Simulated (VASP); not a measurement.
# BaTiO3 (P4mm) in VASP: further runs, part 3 of 4

VASP 6.6.1. Earlier steps stand in the parts before.

**4. Electric field gradients, PBE (volume scaled by 1.01)**

Contents of INCAR:

```
PREC     = Accurate       # precision mode
ENCUT    = 520            # plane-wave cutoff, eV
EDIFF    = 1E-8           # SCF threshold, eV
ISMEAR   = -1             # smearing method
SIGMA    = 0.08           # smearing width, eV
LREAL    = False          # projectors in reciprocal space
LASPH    = True           # aspherical terms in the spheres
NELM     = 100            # most SCF steps
ALGO     = Normal         # electronic algorithm
ISIF     = 2              # what is computed and relaxed
LWAVE    = False          # write WAVECAR
LCHARG   = False          # write CHGCAR
GGA      = PE             # functional
LEFG     = True         
NBANDS   = 28             # bands
```

Contents of KPOINTS:

```
regular mesh
0
Gamma
  7 7 7
```

Contents of POSCAR:

```
BaTiO3
1.0
    4.0130884697      0.0000000000      0.0000000000
    0.0000000000      4.0130884697      0.0000000000
    0.0000000000      0.0000000000      4.0313489353
Ba Ti O
1 1 3
Direct
    0.0000000000      0.0000000000      0.0000000000
    0.5000000000      0.5000000000      0.4820000000
    0.5000000000      0.5000000000      0.0160000000
    0.5000000000      0.0000000000      0.5150000000
    0.0000000000      0.5000000000      0.5150000000
```

Potentials or basis: VASP PAW PBE potentials, release 64 (Ba_sv, Ti_sv, O).

Run with:

```sh
> cat potpaw_PBE.64/Ba_sv/POTCAR potpaw_PBE.64/Ti_sv/POTCAR potpaw_PBE.64/O/POTCAR > POTCAR
> mpirun -np 1 vasp_std > vasp.out
```

OUTCAR:

```text
PREC = Accurate
   ENCUT = 520
   EDIFF = 1E-8
   ISMEAR = -1
   LREAL = False
   LASPH = True
   NELM = 100
   ISIF = 2
   GGA = PE

 ion  position               nearest neighbor table
   1  0.000  0.000  0.000-   4 2.80   5 2.80   5 2.80   4 2.80   3 2.84   3 2.84   3 2.84   3 2.84
                             4 2.89   5 2.89   5 2.89   4 2.89   2 3.44   2 3.44   2 3.44   2 3.44
   2  0.500  0.500  0.482-   3 1.88   4 2.01   5 2.01   4 2.01   5 2.01   3 2.15   1 3.44   1 3.44
                             1 3.44   1 3.44   1 3.52   1 3.52   1 3.52   1 3.52
   3  0.500  0.500  0.016-   2 1.88   2 2.15   1 2.84   1 2.84   1 2.84   1 2.84
   4  0.500  0.000  0.515-   2 2.01   2 2.01   1 2.80   1 2.80   1 2.89   1 2.89
   5  0.000  0.500  0.515-   2 2.01   2 2.01   1 2.80   1 2.80   1 2.89   1 2.89

  LATTYP: Found a simple tetragonal cell.
 ALAT       =     4.0130884697
 C/A-ratio  =     1.0045502275

  Lattice vectors:

 A1 = (   4.0130884697,   0.0000000000,   0.0000000000)
 A2 = (   0.0000000000,   4.0130884697,   0.0000000000)
 A3 = (   0.0000000000,   0.0000000000,   4.0313489353)

Analysis of symmetry for initial positions (statically):
=====================================================================
 Subroutine PRICEL returns:
 Original cell was already a primitive cell.

 Routine SETGRP: Setting up the symmetry group for a
 simple tetragonal supercell.

 Subroutine GETGRP returns: Found  8 space group operations
 (whereof  8 operations were pure point group operations)
 out of a pool of 16 trial point group operations.

The static configuration has the point symmetry C_4v.

[... 923 lines left out ...]
  --------------------------------------------------------------------------------------
  -------------------------------------------------------------------------------------
  Total        0.8914026      0.8914026      1.5000509      0.0000000     -0.0000000      0.0000000
  in kB       21.9976671     21.9976671     37.0176386      0.0000000     -0.0000000      0.0000000
  external PRESSURE =      27.0043243 kB  Pullay stress =       0.0000000 kB

 VOLUME and BASIS-vectors are now :
 -----------------------------------------------------------------------------
  energy-cutoff  :      520.00
  volume of cell :       64.92
      direct lattice vectors                 reciprocal lattice vectors
     4.013088470  0.000000000  0.000000000     0.249184639  0.000000000  0.000000000
     0.000000000  4.013088470  0.000000000     0.000000000  0.249184639  0.000000000
     0.000000000  0.000000000  4.031348935     0.000000000  0.000000000  0.248055928

 POSITION                                       TOTAL-FORCE (eV/Angst)
 -----------------------------------------------------------------------------------
      0.00000      0.00000      0.00000        -0.000000     -0.000000     -0.074268
      2.00654      2.00654      1.94311        -0.000000      0.000000      0.023870
      2.00654      2.00654      0.06450        -0.000000     -0.000000      0.376232
      2.00654      0.00000      2.07614        -0.000000     -0.000000     -0.162917
      0.00000      2.00654      2.07614         0.000000     -0.000000     -0.162917
 -----------------------------------------------------------------------------------
    total drift:                                0.000000      0.000000     -0.000151

  FREE ENERGIE OF THE ION-ELECTRON SYSTEM (eV)
  ---------------------------------------------------
  free  energy   TOTEN  =       -39.9965691560 eV

  energy  without entropy=      -39.9965678099  energy(sigma->0) =      -39.99656848

 Electric field gradients (V/A^2)
---------------------------------------------------------------------
 ion       V_xx      V_yy      V_zz      V_xy      V_xz      V_yz
---------------------------------------------------------------------
   1       2.220     2.220    -4.440    -0.000     0.000    -0.000
   2       0.990     0.990    -1.979     0.000     0.000     0.000
   3      -8.533    -8.533    17.066     0.000    -0.000     0.000
   4     -13.617    28.191   -14.574     0.000     0.000    -0.000
   5      28.191   -13.617   -14.574     0.000     0.000     0.000
---------------------------------------------------------------------

 Electric field gradients after diagonalization (V/A^2)
 (convention: |V_zz| > |V_xx| > |V_yy|)
----------------------------------------------------------------------
 ion       V_xx      V_yy      V_zz     asymmetry (V_yy - V_xx)/ V_zz
----------------------------------------------------------------------
   1       2.220     2.220    -4.440       0.000
   2       0.990     0.990    -1.979       0.000
   3      -8.533    -8.533    17.066       0.000
   4     -14.574   -13.617    28.191       0.034
   5     -14.574   -13.617    28.191       0.034
----------------------------------------------------------------------

           NMR quadrupolar parameters

 Cq : quadrupolar parameter    Cq=e*Q*V_zz/h
 eta: asymmetry parameters     (V_yy - V_xx)/ V_zz
 Q  : nuclear electric quadrupole moment in mb (millibarn)
----------------------------------------------------------------------
 ion       Cq(MHz)       eta       Q (mb)
----------------------------------------------------------------------
   1      -0.011       0.000       1.000
   2      -0.005       0.000       1.000
   3       0.041       0.000       1.000
   4       0.068       0.034       1.000
   5       0.068       0.034       1.000
----------------------------------------------------------------------
```

OSZICAR:

```text
N       E                     dE             d eps       ncg     rms          rms(c)
DAV:   1     0.434594380650E+03    0.43459E+03   -0.20668E+04  2240   0.154E+03
DAV:   2    -0.383306767379E+01   -0.43843E+03   -0.41659E+03  2532   0.429E+02
DAV:   3    -0.487712639317E+02   -0.44938E+02   -0.44546E+02  3120   0.134E+02
DAV:   4    -0.508384237398E+02   -0.20672E+01   -0.20631E+01  3376   0.246E+01
DAV:   5    -0.509029356459E+02   -0.64512E-01   -0.64503E-01  3052   0.336E+00    0.229E+01
DAV:   6    -0.402104784946E+02    0.10692E+02   -0.56926E+01  3284   0.666E+01    0.100E+01
DAV:   7    -0.401791281519E+02    0.31350E-01   -0.10763E+01  2976   0.239E+01    0.677E+00
DAV:   8    -0.399959627487E+02    0.18317E+00   -0.62539E-01  2820   0.698E+00    0.364E+00
DAV:   9    -0.400284706746E+02   -0.32508E-01   -0.39666E-01  3248   0.554E+00    0.165E+00
DAV:  10    -0.400003519934E+02    0.28119E-01   -0.16165E-01  2692   0.407E+00    0.541E-01
DAV:  11    -0.399967439751E+02    0.36080E-02   -0.13622E-02  2920   0.746E-01    0.161E-01
DAV:  12    -0.399965952219E+02    0.14875E-03   -0.11503E-03  2536   0.204E-01    0.429E-02
DAV:  13    -0.399965701092E+02    0.25113E-04   -0.12015E-04  2808   0.109E-01    0.190E-02
DAV:  14    -0.399965712439E+02   -0.11347E-05   -0.34910E-05  3216   0.451E-02    0.152E-02
DAV:  15    -0.399965701202E+02    0.11237E-05   -0.23219E-05  3196   0.449E-02    0.923E-03
DAV:  16    -0.399965691777E+02    0.94254E-06   -0.35980E-06  2840   0.190E-02    0.959E-04
DAV:  17    -0.399965691626E+02    0.15105E-07   -0.25507E-07  2860   0.471E-03    0.847E-04
DAV:  18    -0.399965691560E+02    0.65916E-08   -0.27787E-08  2332   0.146E-03
   1 F= -.39996569E+02 E0= -.39996568E+02  d E =-.134607E-05
```

stdout:

```text
POSCAR found type information on POSCAR BaTiO
 POSCAR found :  3 types and       5 ions
 scaLAPACK will be used
 LDA part: xc-table for (Slater+PW92), standard interpolation
 POSCAR, INCAR and KPOINTS ok, starting setup
 FFT: planning ... GRIDC
 FFT: planning ... GRID_SOFT
 FFT: planning ... GRID
 WAVECAR not read
 entering main loop
ion   1

ion   2

ion   3

ion   4

ion   5
```

Wall time 70 s (1 thread of Intel Xeon 6975P-C, shared host); peak memory 0.22 GiB.

What came out:

```
Free energy            : -39.9966 eV
Pressure               : 2.7 GPa
Largest force          : 0.376 eV/Å
Band gap on the k mesh : 1.85 eV, indirect (least direct gap 2.09 eV)
```

Forces in eV/Å, atoms in the order of the input:
```
Ba   0.000  0.000 -0.074
Ti   0.000  0.000  0.024
O    0.000  0.000  0.376
O    0.000  0.000 -0.163
O    0.000  0.000 -0.163
```

Electric field gradients, principal values (V/Å²):
```tsv
atom	least	middle	greatest (by size)
1 Ba	2.220	2.220	-4.440
2 Ti	0.990	0.990	-1.979
3 O	-8.533	-8.533	17.066
4 O	-13.617	-14.574	28.191
5 O	-13.617	-14.574	28.191
```

Caveat: without QUAD_EFG the Cq values of the log hold for a quadrupole moment of 1 mb, not for the nuclei; spin-orbit coupling is left out, which moves the levels of the heavy elements. A k mesh can miss the band edges.

(Continued in part 4 of 4.)
